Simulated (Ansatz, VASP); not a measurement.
# CdS in VASP and in Ansatz

```
Cd S
1.0
     0.00000    2.75324    2.75324
     2.75324    0.00000    2.75324
     2.75324    2.75324    0.00000
Cd S
1 1
Cartesian
  0.0000 0.0000 0.0000
  2.7532 2.7532 2.7532
```

Alike in both runs: task single point; functional PBE-based screened hybrid with a share of 0.25 of exact exchange and HFSCREEN = 0.1; k mesh 4 × 4 × 4; occupations fermi-dirac, width 0.05 eV; no spin polarisation.

|  | VASP | Ansatz |
| --- | --- | --- |
| version | VASP 6.6.1 | Ansatz 0.2.0 |
| potentials or method | VASP PAW PBE potentials, release 64 (Cd, S) | Ansatz PAW |
| plane-wave cutoff (eV) | 520 | 420 |
| valence electrons in the cell | 18 | 26 |

Ansatz gave:

```
gap on the k mesh at the Fermi level (eV) : 1.55
least direct gap on the mesh (eV)         : 2.89
pressure (GPa)                            : -2.1
```

Estimate VASP's values.

gap on the k mesh at the Fermi level (eV): 1.56; least direct gap on the mesh (eV): 2.89; pressure (GPa): -1.8.

VASP's potentials were made for PBE, not for PBE-based screened hybrid. VASP's potentials hold 18 valence electrons a cell and Ansatz's 26, so a difference there can come from the potentials and not from the codes.

The k mesh is coarse, so the values compare programs but aren't converged.
